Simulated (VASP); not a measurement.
# Al2Cu: single point with PBEsol

The system is Al2Cu.

```
CELL_PARAMETERS angstrom
4.20670 0.00000 0.00000
0.00000 4.20670 0.00000
0.00000 0.00000 2.80370
ATOMIC_POSITIONS crystal
Al 0.50000 0.00000 0.50000
Al 0.00000 0.50000 0.50000
Cu 0.00000 0.00000 0.00000
```

This cell differs from its parent crystal: strain +0.030 along x and y, -0.015 along z.

```
Program                : VASP 6.6.1
Task                   : single point
Functional             : PBEsol
Potentials or basis    : VASP PAW PBE potentials, release 64 (Al, Cu)
Cutoff                 : 520 eV
k mesh                 : 12 × 12 × 16
Occupations            : gaussian, width 0.15 eV
Spin                   : no spin polarisation
Dipole correction      : no
Further INCAR settings : ALGO = Fast; EDIFF = 1e-07; NBANDS = 16
```

```yaml
Pressure: -3.7 GPa
```

Stress tensor (GPa, compression positive):
```
-4.85  0.00  0.00
 0.00 -4.85  0.00
 0.00  0.00 -1.49
```

Levels at points of the mesh, in eV from the Fermi level:
| k point | band 6 | band 7 | band 8 | band 9 | band 10 | band 11 | band 12 | band 13 |
| --- | --- | --- | --- | --- | --- | --- | --- | --- |
| (0.00, 0.00, 0.00) | -3.93 | -2.59 | -2.59 | -0.57 | 0.66 | 5.46 | 5.46 | 6.68 |
| (0.50, 0.00, 0.00) | -3.95 | -3.93 | -1.37 | 1.29 | 1.35 | 1.37 | 7.81 | 8.45 |
| (0.50, 0.50, 0.00) | -4.26 | -3.94 | -3.94 | -2.43 | 8.27 | 8.27 | 8.95 | 9.12 |
| (0.00, 0.00, 0.50) | -4.02 | -2.79 | 2.07 | 2.67 | 2.67 | 2.67 | 2.67 | 3.27 |
| (0.50, 0.00, 0.50) | -4.10 | -2.98 | -2.24 | -1.45 | 3.76 | 3.81 | 4.42 | 4.77 |
| (0.50, 0.50, 0.50) | -3.22 | -2.30 | -2.30 | -0.61 | -0.49 | 0.05 | 0.05 | 2.44 |

Wall time 94 s on 1 thread of Intel(R) Xeon(R) 6975P-C (Granite Rapids) (shared host), peak memory 0.3 GiB.

Caveat: the cell differs from its parent crystal (strain +0.030 along x and y, -0.015 along z); the PAW data sets were made with another functional, which shifts forces and pressure a little.
